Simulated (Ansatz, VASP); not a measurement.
## One calculation of Al3B2W, two programs

```xyz
6
Lattice="3.0403 0.0000 0.0000 0.0000 3.0403 0.0000 0.0000 0.0000 8.6024" Properties=species:S:1:pos:R:3 pbc="T T T"
Al    0.0000    0.0000    5.4164
Al    0.0000    0.0000    2.9666
Al    1.5202    1.5202    7.1595
B     0.0000    0.0000    0.6872
B     1.5202    1.5202    4.0807
W     1.5202    1.5202    1.1957
```

Change from the starting cell: species swapped into the Dy2CuAg3 type (P4mm, No. 99).

Alike in both runs: functional PBE; k mesh 5 × 5 × 2; occupations gaussian, width 0.2 eV; no spin polarisation.

Ansatz relaxed the structure, and its values are those at the end. VASP's run is a single point on that final structure, the one shown.

|  | VASP | Ansatz |
| --- | --- | --- |
| version | VASP 6.6.1 | Ansatz 0.2.0 |
| potentials or method | VASP PAW PBE potentials, release 64 (Al, B, W_sv), cutoff 500 eV | scalar-relativistic, plane waves, PAW |
| valence electrons in the cell | 29 | 29 |

|  | VASP | Ansatz | Ansatz less VASP |
| --- | --- | --- | --- |
| gap on the k mesh at the Fermi level (eV) | none | none | - |
| pressure (GPa) | 0.2 | 0.1 | -0.06 |
| rms of the force components (eV/Å) | 0.013 | 0.014 | +0.0008 |

A gap of «none» marks a metal or a gap that the smearing closes. With one functional, cell and mesh, what is left measures potentials, basis and numerics.

The k mesh is coarse, so the values compare programs but aren't converged. Neither program's run includes spin-orbit coupling.
